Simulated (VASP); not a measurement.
# Na (I4/mmm) in VASP: notebook

Na is run at these levels: PBEsol; tasks: single point.

All numbers are computed with VASP 6.6.1; they aren't measurements. Logs are shortened: lines on timing, memory, paths and dates and some standing lists are left out, and cuts for length are marked.

### 1 The cell of the first run

It takes space group I4/mmm (No. 139, tetragonal). The conventional cell has a = 3.740 Å, b = 3.740 Å, c = 5.066 Å, α = 90.00°, β = 90.00°, γ = 90.00°. Within 4.8 Å of Na (site symmetry 4/mmm) lie 12 Na at 3.66 to 3.74 Å.

### 2 Single point, PBEsol (strained)

The input, INCAR:

```
ALGO = Normal
EDIFF = 1E-6
ENCUT = 520
GGA = PS
ISIF = 2
ISMEAR = 0
LASPH = True
LCHARG = True
LELF = True
LREAL = False
LVHAR = True
LWAVE = False
NBANDS = 10
NELM = 60
PREC = Accurate
SIGMA = 0.1
```

The input, KPOINTS:

```
k-points
0
Gamma
  14 14 14
```

The input, POSCAR:

```
Na
1.0
   -1.8701823685      1.8701823685      2.5328668962
    1.8701823685     -1.8701823685      2.5328668962
    1.8701823685      1.8701823685     -2.5328668962
Na
1
Direct
    0.0000000000      0.0000000000      0.0000000000
```

Potentials or basis: VASP PAW PBE potentials, release 64 (Na_pv).

Command:

```
$ cat potpaw_PBE.64/Na_pv/POTCAR > POTCAR
$ mpirun -np 1 vasp_std > vasp.out
```

OUTCAR:

```text
EDIFF = 1E-6
   ENCUT = 520
   GGA = PS
   ISIF = 2
   ISMEAR = 0
   LASPH = True
   LREAL = False
   NELM = 60
   PREC = Accurate

 ion  position               nearest neighbor table
   1  0.000  0.000  0.000-

  LATTYP: Found a body centered tetragonal cell.
 ALAT       =     3.7403647370
 C/A-ratio  =     1.3543421962

  Lattice vectors:

 A1 = (  -1.8701823685,   1.8701823685,   2.5328668962)
 A2 = (   1.8701823685,  -1.8701823685,   2.5328668962)
 A3 = (   1.8701823685,   1.8701823685,  -2.5328668962)

Analysis of symmetry for initial positions (statically):
=====================================================================
 Subroutine PRICEL returns:
 Original cell was already a primitive cell.

 Routine SETGRP: Setting up the symmetry group for a
 body centered tetragonal supercell.

 Subroutine GETGRP returns: Found 16 space group operations
 (whereof 16 operations were pure point group operations)
 out of a pool of 16 trial point group operations.

The static configuration has the point symmetry D_4h.

Analysis of symmetry for dynamics (positions and initial velocities):
=====================================================================
 Subroutine PRICEL returns:
 Original cell was already a primitive cell.

 Routine SETGRP: Setting up the symmetry group for a
 body centered tetragonal supercell.

 Subroutine GETGRP returns: Found 16 space group operations
 (whereof 16 operations were pure point group operations)
 out of a pool of 16 trial point group operations.

The dynamic configuration has the point symmetry D_4h.

 Subroutine INISYM returns: Found 16 space group operations
 (whereof 16 operations are pure point group operations),
 and found     1 'primitive' translations

----------------------------------------------------------------------------------------

                                     Primitive cell

  volume of cell :      35.4356

  direct lattice vectors                    reciprocal lattice vectors
    -1.870182369  1.870182369  2.532866896     0.000000000  0.267353606  0.197404767
     1.870182369 -1.870182369  2.532866896     0.267353606  0.000000000  0.197404767
     1.870182369  1.870182369 -2.532866896     0.267353606  0.267353606  0.000000000

  length of vectors
     3.662045726  3.662045726  3.662045726     0.332335061  0.332335061  0.378095095

  position of ions in fractional coordinates (direct lattice)
     0.000000000  0.000000000  0.000000000

  ion indices of the primitive-cell ions
   primitive index   ion index
                 1           1

----------------------------------------------------------------------------------------

 KPOINTS: k-points

Automatic generation of k-mesh.
 Grid dimensions read from file:
 generate k-points for:   14   14   14

 Generating k-lattice:

  Cartesian coordinates                     Fractional coordinates (reciprocal lattice)
     0.000000000  0.019096686  0.014100341     0.071428571  0.000000000  0.000000000
     0.019096686  0.000000000  0.014100341     0.000000000  0.071428571  0.000000000
     0.019096686  0.019096686  0.000000000     0.000000000  0.000000000  0.071428571

  Length of vectors
     0.023738219  0.023738219  0.027006793

  Shift w.r.t. Gamma in fractional coordinates (k-lattice)
     0.000000000  0.000000000  0.000000000

 Subroutine IBZKPT returns following result:
 ===========================================

 Found    244 irreducible k-points:

 Following reciprocal coordinates:
            Coordinates               Weight
  0.000000  0.000000  0.000000      1.000000
  0.071429  0.000000  0.000000      8.000000
  0.142857 -0.000000  0.000000      8.000000
  0.214286  0.000000  0.000000      8.000000
  0.285714  0.000000 -0.000000      8.000000
  0.357143  0.000000  0.000000      8.000000
[... 16 lines left out ...]
  0.214286  0.142857  0.000000     16.000000
  0.285714  0.142857  0.000000     16.000000
 [... further k-points ...]
   k-points           NKPTS =    244   k-points in BZ     NKDIM =    244   number of bands    NBANDS=     10
   number of dos      NEDOS =    301   number of ions     NIONS =      1
   total plane-waves  NPLWV =  21952
   dimension x,y,z NGX =    28 NGY =   28 NGZ =   28
   dimension x,y,z NGXF=    56 NGYF=   56 NGZF=   56
   ions per type =               1
   NGX,Y,Z   is equivalent  to a cutoff of  12.71, 12.71, 12.71 a.u.
   NGXF,Y,Z  is equivalent  to a cutoff of  25.42, 25.42, 25.42 a.u.
 SYSTEM =  unknown system
   PREC   = accura    normal or accurate (medium, high low for compatibility)
   ISTART =      0    job   : 0-new  1-cont  2-samecut
   ICHARG =      2    charge: 1-file 2-atom 10-const
   ISPIN  =      1    spin polarized calculation?
   LNONCOLLINEAR =      F non collinear calculations
   LSORBIT =      F    spin-orbit coupling
   LASPH  =      T    aspherical Exc in radial PAW
   ENCUT  =  520.0 eV  38.22 Ry    6.18 a.u.   6.81  6.81  6.81*2*pi/ulx,y,z
   NELM   =     60;   NELMIN=  2; NELMDL= -5     # of ELM steps
   EDIFF  = 0.1E-05   stopping-criterion for ELM
   LREAL  =      F    real-space projection
   EDIFFG = 0.1E-04   stopping-criterion for IOM
   NSW    =      0    number of steps for IOM
   IBRION =     -1    ionic relax: 0-MD 1-quasi-New 2-CG
   NFREE  =      0    steps in history (QN), initial steepest desc. (CG)
   ISIF   =      2    stress and relaxation
   ISYM   =      2    0-nonsym 1-usesym 2-fastsym
   POTIM  = 0.5000    time-step for ionic-motion
   TEBEG  =    0.0;   TEEND  =   0.0 temperature during run
   PSTRESS=    0.0 pullay stress
   NELECT =       7.0000    total number of electrons
   NUPDOWN=      -1.0000    fix difference up-down
   EMIN   =  10.00;   EMAX   =-10.00  energy-range for DOS
   EFERMI =   0.00;   METHOD = LEGACY
   ISMEAR =     0;   SIGMA  =   0.10  broadening in eV -4-tet -1-fermi 0-gaus
   EFERMI_NEDOS =   21; number of points for ismear=-14 and -15
   IALGO  =     38    algorithm
   IMIX   =      4    mixing-type and parameters
     AMIX     =   0.40;   BMIX     =  1.00
     AMIX_MAG =   1.60;   BMIX_MAG =  1.00
  volume/ion in A,a.u.               =      35.44       239.13
  Fermi-wavevector in a.u.,A,eV,Ry     =   0.953442  1.801743 12.368388  0.909051
  Thomas-Fermi vector in A             =   2.082097
   LORBIT       =      0    0 simple, 1 ext, 2 COOP (PROOUT), +10 PAW based schemes
   GGA     = PS    functional components
   LHFCALC =     F    Hartree Fock is set to
   AEXX    =    0.0000 exact exchange contribution
   IVDW    =     0    specifies the selected vdW correction
   LEPSILON=     F    determine dielectric tensor
   LRPA    =     F    only Hartree local field effects (RPA)
 non-spin polarized calculation
 Gauss-broadening in eV      SIGMA  =   0.10
  energy-cutoff  :      520.00
  volume of cell :       35.44
 maximum number of plane-waves:       972
   NGX = 13   NGY = 13   NGZ = 13

 number of electron       7.0000008 magnetization

 Free energy of the ion-electron system (eV)
  ---------------------------------------------------
  ext. energy  EPLUGINS =         0.00000000
  ---------------------------------------------------
  free energy    TOTEN  =        -1.40165561 eV

  energy without entropy =       -1.39951511  energy(sigma->0) =       -1.40058536

 E-fermi :   0.4244     XC(G=0):  -6.6212

 val. band max:        0.4181113343   @ k =  -0.2143  -0.4286   0.1429
 cond. band min:       0.4414769389   @ k =  -0.4286   0.3571  -0.0000
 fundamental gap:      0.0233656046
 Fermi energy:         0.4244092442

 k-point     1 :       0.0000    0.0000    0.0000
  band No.  band energies     occupation
      1     -24.3109      2.00000
      2     -24.3109      2.00000
      3     -24.3109      2.00000
      4      -2.9393      2.00000
      5      11.7688      0.00000
      6      11.7688      0.00000
      7      11.9209      0.00000
      8      12.9473      0.00000
      9      13.5321      0.00000
     10      13.5429      0.00000

 k-point     2 :       0.0714    0.0000    0.0000
  band No.  band energies     occupation
      1     -24.3130      2.00000
      2     -24.3112      2.00000
      3     -24.3111      2.00000
      4      -2.8515      2.00000
      5      10.4756      0.00000
      6      11.5739      0.00000
      7      11.7193      0.00000
      8      13.0688      0.00000
      9      13.8242      0.00000
     10      13.8537      0.00000

 k-point     3 :       0.1429   -0.0000    0.0000
  band No.  band energies     occupation
      1     -24.3188      2.00000
      2     -24.3122      2.00000
      3     -24.3117      2.00000
      4      -2.5890      2.00000
      5       8.6803      0.00000
      6      11.2176      0.00000
      7      11.4425      0.00000
      8      12.6980      0.00000
      9      14.2605      0.00000
     10      14.4509      0.00000

 k-point     4 :       0.2143    0.0000    0.0000
  band No.  band energies     occupation
      1     -24.3272      2.00000
      2     -24.3136      2.00000
      3     -24.3126      2.00000
      4      -2.1547      2.00000
      5       6.9430      0.00000
      6      10.9013      0.00000
      7      11.2061      0.00000
      8      12.3402      0.00000
      9      13.5209      0.00000
     10      14.2483      0.00000
[... 222 lines left out ...]
 k-point    22 :       0.1429    0.1429    0.0000
  band No.  band energies     occupation
      1     -24.3281      2.00000
      2     -24.3167      2.00000
      3     -24.3123      2.00000
      4      -1.9973      2.00000
      5       7.3141      0.00000
      6       8.3124      0.00000
      7      12.4855      0.00000
      8      12.6980      0.00000
      9      13.6922      0.00000
     10      14.1387      0.00000

 k-point    23 :       0.2143    0.1429    0.0000
  band No.  band energies     occupation
      1     -24.3350      2.00000
      2     -24.3195      2.00000
      3     -24.3134      2.00000
      4      -1.4478      2.00000
      5       5.9687      0.00000
      6       7.7150      0.00000
      7      11.6475      0.00000
      8      12.8238      0.00000
      9      13.2089      0.00000
     10      14.3372      0.00000

 k-point    24 :       0.2857    0.1429    0.0000
  band No.  band energies     occupation
      1     -24.3419      2.00000
      2     -24.3216      2.00000
      3     -24.3146      2.00000
      4      -0.7362      2.00000
      5       4.4959      0.00000
      6       7.5214      0.00000
      7      10.9329      0.00000
      8      12.2350      0.00000
      9      13.1515      0.00000
     10      14.3769      0.00000

 [... further k-points ...]
[... 5 lines left out ...]
  --------------------------------------------------------------------------------------
  -------------------------------------------------------------------------------------
  Total        0.0348316      0.0348316      0.0489170      0.0000000      0.0000000      0.0000000
  in kB        1.5748649      1.5748649      2.2117189      0.0000000      0.0000000      0.0000000
  external PRESSURE =       1.7871496 kB  Pullay stress =       0.0000000 kB

 VOLUME and BASIS-vectors are now :
 -----------------------------------------------------------------------------
  energy-cutoff  :      520.00
  volume of cell :       35.44
      direct lattice vectors                 reciprocal lattice vectors
    -1.870182369  1.870182369  2.532866896     0.000000000  0.267353606  0.197404767
     1.870182369 -1.870182369  2.532866896     0.267353606  0.000000000  0.197404767
     1.870182369  1.870182369 -2.532866896     0.267353606  0.267353606  0.000000000

 POSITION                                       TOTAL-FORCE (eV/Angst)
 -----------------------------------------------------------------------------------
      0.00000      0.00000      0.00000        -0.000000      0.000000     -0.000000
 -----------------------------------------------------------------------------------
    total drift:                                0.000000      0.000000      0.000000

  FREE ENERGIE OF THE ION-ELECTRON SYSTEM (eV)
  ---------------------------------------------------
  free  energy   TOTEN  =        -1.4016556140 eV

  energy  without entropy=       -1.3995151075  energy(sigma->0) =       -1.40058536
```

Wall time 35 s (1 thread of AMD EPYC 7R13 (Zen 3), shared host); peak memory 0.17 GiB.

Results:

```yaml
Free_energy: -1.4017 eV
Pressure: 0.2 GPa
```

Levels at points of the mesh, in eV from the Fermi level:
```
           k point  band 2  band 3  band 4  band 5  band 6  band 7
(0.00, 0.00, 0.00)  -24.74  -24.74   -3.36   11.34   11.34   11.50
(0.50, 0.00, 0.00)  -24.74  -24.74    0.56    1.03   10.09   10.66
(0.50, 0.50, 0.00)  -24.75  -24.75    1.67    2.25    6.55    7.54
(0.50, 0.50, 0.50)  -24.75  -24.75    2.14    2.68    6.15    7.05
```

Caveat: the cell differs from its parent crystal (strained); the PAW data sets were made with another functional, which shifts forces and pressure a little.

(Part 1 of 2 ends here.)
